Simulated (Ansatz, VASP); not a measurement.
# CdHgS2: VASP beside Ansatz

File POSCAR:

```
CdHgS2
1.0
    4.1386207396      0.0000000000      0.0000000000
    0.0000000000      4.1386207396      0.0000000000
    0.0000000000      0.0000000000      5.8248559339
Cd S Hg
1 2 1
Direct
    0.0000000000      0.0000000000      0.0000000000
    0.0000000000      0.5000000000      0.2465594813
    0.5000000000      0.0000000000      0.7534405187
    0.5000000000      0.5000000000      0.5000000000
```

INCAR.step1

```
ALGO = Normal ; EDIFF = 1E-4
ENCUT = 520 ; GGA = PE
ISMEAR = 0 ; LASPH = True
LCHARG = False ; LREAL = False
LWAVE = True ; NBANDS = 26
NELM = 60 ; PREC = Accurate
SIGMA = 0.01
```

File INCAR.step2:

```
ALGO = Normal ; EDIFF = 1E-7
ENCUT = 520 ; ISIF = 2
ISMEAR = 0 ; ISTART = 1
LASPH = True ; LCHARG = False
LMIXTAU = True ; LREAL = False
LWAVE = False ; METAGGA = R2SCAN
NBANDS = 26 ; NELM = 60
PREC = Accurate ; SIGMA = 0.01
```

Contents of KPOINTS:

```
k-points
0
Gamma
  6 6 4
```

Input for Ansatz:

```yaml
crystal:
  lattice:
    - [4.1386207396, 0.0, 0.0]
    - [0.0, 4.1386207396, 0.0]
    - [0.0, 0.0, 5.8248559339]
  atoms:
    - { symbol: Cd, position: [0.0, 0.0, 0.0] }
    - { symbol: S, position: [0.0, 0.5, 0.2465594813] }
    - { symbol: Hg, position: [0.5, 0.5, 0.5] }
    - { symbol: S, position: [0.5, 0.0, 0.7534405187] }
kpoints:
  mp_grid: { grid: [6, 6, 4] }
hamiltonian:
  xc: r2scan
scf:
  occupations: { method: fixed }
  n_extra_bands: 5
output:
  forces: true
  stress: true
  eigenvalues: true
```

Alike in both runs: task single point; functional r2SCAN; k mesh 6 × 6 × 4; no spin polarisation.

|  | VASP | Ansatz |
| --- | --- | --- |
| version | VASP 6.6.1 | Ansatz 0.2.0 |
| potentials or method | VASP PAW PBE potentials, release 64 (Cd, S, Hg) | plane waves, PAW |
| plane-wave cutoff (eV) | 520 | 500 |
| occupations | gaussian, width 0.01 eV | fixed |
| valence electrons in the cell | 36 | 52 |

Ansatz gave:

```
gap on the k mesh at the Fermi level (eV) : 0.67
pressure (GPa)                            : 1.9
```

Q: Which values does VASP return?

A: gap on the k mesh at the Fermi level (eV): 0.67; pressure (GPa): 2.2.

VASP's potentials were made for PBE, not for r2SCAN. VASP's potentials hold 36 valence electrons a cell and Ansatz's 52, so a difference there can come from the potentials and not from the codes.

Neither program's run includes spin-orbit coupling.
